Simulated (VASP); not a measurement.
Sb, 2 atoms in the cell. It takes space group R-3m (No. 166, trigonal). Conventional cell: a = 4.373 Å, b = 4.373 Å, c = 11.615 Å, α = 90.00°, β = 90.00°, γ = 120.00°. Sb (site symmetry 3m) has 6 Sb at 2.94 to 3.46 Å within 3.9 Å. 

```yaml
Program: VASP 6.6.1
Task: single point
Functional: PBE
Potentials_or_basis: VASP PAW PBE potentials, release 64 (Sb)
Cutoff: 520 eV
k_mesh: 6 × 6 × 6
Occupations: gaussian, width 0.05 eV
Spin: no spin polarisation
Dipole_correction: no
Further_INCAR_settings: ALGO = Normal; EDIFF = 1e-06; NBANDS = 12
```

Potentials or basis: VASP PAW PBE potentials, release 64 (Sb).

Command:

```sh
$ cat potpaw_PBE.64/Sb/POTCAR > POTCAR
$ mpirun -np 1 vasp_std > vasp.out
```

Hardware: 1 thread of AMD EPYC 7R43 64-Core Processor (Zen 3), on a shared host.

Question: Estimate the wall time of this run.

Answer: It took 28 s on 1 thread of AMD EPYC 7R43 64-Core Processor (Zen 3), on a shared host, peak memory 0.17 GiB. Counts: scf iterations 10, k points 32.
